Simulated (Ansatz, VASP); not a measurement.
# BP in VASP and in Ansatz

```
CELL_PARAMETERS angstrom
2.91624 0.00000 0.00000
0.00000 2.91624 0.00000
0.00000 0.00000 2.54865
ATOMIC_POSITIONS crystal
B 0.00000 0.00000 0.50000
P 0.50000 0.50000 0.50000
```

Alike in both runs: task relaxation of cell and atoms; functional PBE; k mesh 18 × 18 × 22; occupations gaussian, width 0.1 eV; no spin polarisation.

|  | VASP | Ansatz |
| --- | --- | --- |
| version | VASP 6.6.1 | Ansatz 0.2.0 |
| potentials or method | VASP PAW PBE potentials, release 64 (B, P), cutoff 600 eV | scalar-relativistic, plane waves, PAW |
| valence electrons in the cell | 8 | 8 |

Ansatz gave:

```
gap on the k mesh at the Fermi level, each at its own relaxed structure (eV) : none
relaxed volume (Å³/atom)                                                     : 10.44
relaxed cell length with the largest relative difference (Å)                 : 2.397
```

Task: What did VASP give for the same quantities?

Result: gap on the k mesh at the Fermi level, each at its own relaxed structure (eV): none; relaxed volume (Å³/atom): 10.42; relaxed cell length with the largest relative difference (Å): 2.392.

A gap of «none» marks a metal or a gap that the smearing closes.
